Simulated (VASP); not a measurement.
# HfC (Fm-3m) in VASP: notebook, part 2 of 2

VASP 6.6.1. The steps go on from the part before.

### Step 4. Relaxation of cell and atoms, HF

This run uses another cell than the first one, of 12.57 Å³/atom.

The input, POSCAR:

```
HfC
1.0
    0.0000000000      2.3250000000      2.3250000000
    2.3250000000      0.0000000000      2.3250000000
    2.3250000000      2.3250000000      0.0000000000
Hf C
1 1
Direct
    0.5000000000      0.5000000000      0.5000000000
    0.0000000000      0.0000000000      0.0000000000
```

The input, INCAR.step1:

```
SYSTEM = HfC
ALGO = Normal ; EDIFF = 1E-5
ENCUT = 600 ; GGA = PE
ISMEAR = -1 ; LASPH = .True.
LCHARG = .False. ; LREAL = .False.
LWAVE = .True. ; NBANDS = 14
NELM = 100 ; PREC = Accurate
SIGMA = 0.05
```

The input, INCAR.step2:

```
SYSTEM = HfC
AEXX = 1.0 ; AGGAC = 0.0
ALDAC = 0.0 ; ALGO = Normal
EDIFF = 1E-7 ; EDIFFG = -0.01
ENCUT = 600 ; GGA = PE
IBRION = 2 ; ISIF = 3
ISMEAR = -1 ; ISTART = 1
LASPH = .True. ; LCHARG = .False.
LHFCALC = .True. ; LREAL = .False.
LWAVE = .False. ; NELM = 100
NSW = 60 ; PREC = Accurate
PRECFOCK = Normal ; SIGMA = 0.05
```

The input, KPOINTS:

```
k-points
0
Gamma
  5 5 5
  0 0 0
```

Potentials or basis: VASP PAW PBE potentials, release 64 (Hf_pv, C).

Launch:

```sh
$ cat potpaw_PBE.64/Hf_pv/POTCAR potpaw_PBE.64/C/POTCAR > POTCAR
$ cp INCAR.step1 INCAR
$ mpirun -np 1 vasp_std > vasp.out
$ cp INCAR.step2 INCAR
$ mpirun -np 1 vasp_std > vasp.out
```

OUTCAR:

```text
SYSTEM = HfC
   AEXX = 1.0
   EDIFF = 1E-7
   EDIFFG = -0.01
   ENCUT = 600
   GGA = PE
   IBRION = 2
   ISIF = 3
   ISMEAR = -1
   ISTART = 1
   LASPH = .True.
   LHFCALC = .True.
   LREAL = .False.
   NELM = 100
   NSW = 60
   PREC = Accurate
   PRECFOCK = Normal

 ion  position               nearest neighbor table
   1  0.500  0.500  0.500-   2 2.33   2 2.33   2 2.33   2 2.33   2 2.33   2 2.33
   2  0.000  0.000  0.000-   1 2.33   1 2.33   1 2.33   1 2.33   1 2.33   1 2.33

  LATTYP: Found a face centered cubic cell.
 ALAT       =     4.6500000000

  Lattice vectors:

 A1 = (   0.0000000000,   2.3250000000,   2.3250000000)
 A2 = (   2.3250000000,   0.0000000000,   2.3250000000)
 A3 = (   2.3250000000,   2.3250000000,   0.0000000000)

Analysis of symmetry for initial positions (statically):
=====================================================================
 Subroutine PRICEL returns:
 Original cell was already a primitive cell.

 Routine SETGRP: Setting up the symmetry group for a
 face centered cubic supercell.

 Subroutine GETGRP returns: Found 48 space group operations
 (whereof 48 operations were pure point group operations)
 out of a pool of 48 trial point group operations.

The static configuration has the point symmetry O_h .

Analysis of symmetry for dynamics (positions and initial velocities):
=====================================================================
 Subroutine PRICEL returns:
 Original cell was already a primitive cell.

 Routine SETGRP: Setting up the symmetry group for a
 face centered cubic supercell.

 Subroutine GETGRP returns: Found 48 space group operations
 (whereof 48 operations were pure point group operations)
 out of a pool of 48 trial point group operations.
[... 100 lines left out ...]
   EFERMI =   0.00;   METHOD = LEGACY
   ISMEAR =    -1;   SIGMA  =   0.05  broadening in eV -4-tet -1-fermi 0-gaus
   EFERMI_NEDOS =   21; number of points for ismear=-14 and -15
   IALGO  =     38    algorithm
   IMIX   =      1    mixing-type and parameters
     AMIX     =   0.40;   BMIX     =  1.00
     AMIX_MAG =   1.60;   BMIX_MAG =  1.00
  volume/ion in A,a.u.               =      12.57        84.81
  Fermi-wavevector in a.u.,A,eV,Ry     =   1.346949  2.545365 24.684672  1.814272
  Thomas-Fermi vector in A             =   2.474740
   LORBIT       =      0    0 simple, 1 ext, 2 COOP (PROOUT), +10 PAW based schemes
   GGA     = PE    functional components
   LHFCALC =     T    Hartree Fock is set to
   PRECFOCK=normal    Normal, Fast or Accurate (Low or Medium for compatibility)
   ENCUT4O =  -1.0   cutoff for four orbital integrals eV
   NKREDX  =     1    reduce k-point grid by
   NKREDY  =     1    reduce k-point grid by
   NKREDZ  =     1    reduce k-point grid by
   AEXX    =    1.0000 exact exchange contribution
   HFSCREEN=    0.0000 screening length (either q_TF or 0.3 A-1)
   HFSCREENC=   0.0000 screening length for correlation (either q_TF or 0.3 A-1)
   ENCUTFOCK=  -1.0 apply spherical cutoff to Coloumb kernel
   IVDW    =     0    specifies the selected vdW correction
   LEPSILON=     F    determine dielectric tensor
   LRPA    =     F    only Hartree local field effects (RPA)
 conjugate gradient relaxation of ions
 non-spin polarized calculation
  energy-cutoff  :      600.00
  volume of cell :       25.14
 maximum number of plane-waves:       869
 NGX is ok and might be reduce to    28
  NGX = 20; NGY = 20; NGZ = 20

--------------------------------------- Ionic step        1  -------------------------------------------

 number of electron      14.0000000 magnetization

 Free energy of the ion-electron system (eV)
  ---------------------------------------------------
  ext. energy  EPLUGINS =         0.00000000
  ---------------------------------------------------
  free energy    TOTEN  =       -35.67608263 eV

  energy without entropy =      -35.67275552  energy(sigma->0) =      -35.67441908

------------------------ aborting loop because EDIFF is reached ----------------------------------------

  FORCE on cell =-STRESS in cart. coord.  units (eV):
  Direction    XX          YY          ZZ          XY          YZ          ZX
  --------------------------------------------------------------------------------------
  -------------------------------------------------------------------------------------
  Total        1.3165770      1.3165770      1.3165770      0.0000000      0.0000000     -0.0000000
  in kB       83.9185484     83.9185484     83.9185484      0.0000000      0.0000000     -0.0000000
  external PRESSURE =      83.9185484 kB  Pullay stress =       0.0000000 kB
[... 95 lines left out ...]
--------------------------------------- Ionic step        4  -------------------------------------------

 number of electron      14.0000001 magnetization

 Free energy of the ion-electron system (eV)
  ---------------------------------------------------
  ext. energy  EPLUGINS =         0.00000000
  ---------------------------------------------------
  free energy    TOTEN  =       -35.69653403 eV

  energy without entropy =      -35.69320692  energy(sigma->0) =      -35.69487047

 E-fermi :   6.5046     XC(G=0):   0.0000

 val. band max:        6.5046404743   @ k =   0.4000   0.4000   0.0000
 cond. band min:       8.3340207751   @ k =   0.0000   0.0000   0.0000
 fundamental gap:      1.8293803008
 Fermi energy:         6.5046404744

 k-point     1 :       0.0000    0.0000    0.0000
  band No.  band energies     occupation
      1     -33.6122      2.00000
      2     -33.6122      2.00000
      3     -33.6122      2.00000
      4     -14.0087      2.00000
      5       8.3340      0.00000
      6       8.3340      0.00000
      7       8.3340      0.00000
      8      11.9339      0.00000
      9      11.9339      0.00000
     10      11.9339      0.00000
     11      13.4772      0.00000
[... 153 lines left out ...]
  FREE ENERGIE OF THE ION-ELECTRON SYSTEM (eV)
  ---------------------------------------------------
  free  energy   TOTEN  =       -35.6965340274 eV

  energy  without entropy=      -35.6932069209  energy(sigma->0) =      -35.69487047

 reached required accuracy - stopping structural energy minimisation
```

OSZICAR.step1:

```text
N       E                     dE             d eps       ncg     rms          rms(c)
DAV:   1     0.275466741818E+02    0.27547E+02   -0.83386E+03   280   0.109E+03
DAV:   2    -0.224135194034E+02   -0.49960E+02   -0.46759E+02   374   0.224E+02
DAV:   3    -0.241917960460E+02   -0.17783E+01   -0.17654E+01   334   0.290E+01
DAV:   4    -0.242004531495E+02   -0.86571E-02   -0.86565E-02   316   0.249E+00
DAV:   5    -0.242005036014E+02   -0.50452E-04   -0.50452E-04   352   0.174E-01    0.570E+01
DAV:   6    -0.210813778582E+02    0.31191E+01   -0.12441E+01   292   0.184E+01    0.405E+01
DAV:   7    -0.210267833219E+02    0.54595E-01   -0.54737E-01   328   0.527E+00    0.260E+01
DAV:   8    -0.210086850568E+02    0.18098E-01   -0.86682E-02   328   0.259E+00    0.844E+00
DAV:   9    -0.210026734812E+02    0.60116E-02   -0.11438E-02   310   0.935E-01    0.253E+00
DAV:  10    -0.210027013687E+02   -0.27887E-04   -0.75226E-04   364   0.220E-01    0.147E-01
DAV:  11    -0.210026890078E+02    0.12361E-04   -0.25502E-05   298   0.387E-02    0.464E-02
DAV:  12    -0.210026887770E+02    0.23085E-06   -0.51020E-06   218   0.198E-02
   1 F= -.21002689E+02 E0= -.20998597E+02  d E =-.818336E-02
```

Run time: 34 min. Hardware: 1 thread of Intel Xeon Platinum 8488C (Sapphire Rapids), shared host; peak memory 0.18 GiB.

What came out:

- Free energy: -35.6965 eV
- Relaxed volume: 12.97 Å³/atom
- Relaxed cell: a = 3.323 Å, b = 3.323 Å, c = 3.323 Å, α = 60.00°, β = 60.00°, γ = 60.00°
- Space group after relaxing (to 0.1 Å): Fm-3m (No. 225)
- Energy gained by relaxing: 10.2 meV/atom
- Ionic steps: 4
- Pressure after relaxing: 0.0 GPa
- Band gap on the k mesh: zero (bands 7 and 8 overlap by 1.83 eV)

The path:
```tsv
step	energy change (eV)	largest force (eV/Å)	pressure (GPa)	volume (Å³)
1	0.0000	0.0000	8.39	25.14
2	0.0559	0.0000	-13.92	27.61
3	-0.0204	0.0000	-0.17	25.95
4	-0.0205	0.0000	-0.03	25.94
```

Final structure:
```xyz
2
Lattice="0.0000 2.3494 2.3494 2.3494 0.0000 2.3494 2.3494 2.3494 0.0000" Properties=species:S:1:pos:R:3 pbc="T T T"
Hf    2.3494    2.3494    2.3494
C     0.0000    0.0000    0.0000
```

Caveat: the k points lie up to 0.46 Å⁻¹ apart in the final cell, too coarse for converged energies and pressures of a metal; the PAW data sets were made with another functional, which shifts forces and pressure a little; spin-orbit coupling is left out, which moves the levels of the heavy elements. Zero-point motion and thermal expansion aren't in these numbers.

### Step 5. The runs side by side

| task | level | cell | k mesh | cutoff (eV) | smearing | grid for exact exchange (PRECFOCK) | share of exact exchange | gap on the mesh (eV) | pressure (GPa) |
| --- | --- | --- | --- | --- | --- | --- | --- | --- | --- |
| single point | PBE | a = 3.331 Å, angles 60.0°, 2 atoms | 10 × 10 × 10 | 600 | fermi-dirac 0.15 eV | - | - | none | -9.1 |
| single point | HF | a = 3.361 Å, angles 60.0°, 2 atoms | 5 × 5 × 5 | 520 | fermi-dirac 0.05 eV | Normal | 1 | none | -7.9 |
| relaxation of cell and atoms | HF | relaxed from a = 3.288 Å, angles 60.0°, 2 atoms | 5 × 5 × 5 | 600 | fermi-dirac 0.05 eV | Normal | 1 | none | 0.0 |

Alike in all rows: potentials or basis VASP PAW PBE potentials, release 64 (Hf_pv, C); no spin polarisation.

Caveats: some runs use coarse meshes; spin-orbit coupling is left out, which moves the levels of the heavy elements; the PAW data sets were made with another functional, which shifts forces and pressure a little (at least some runs); the cell stands under tension (at least some runs).

Absolute energies hang on the potentials; compare differences alone.
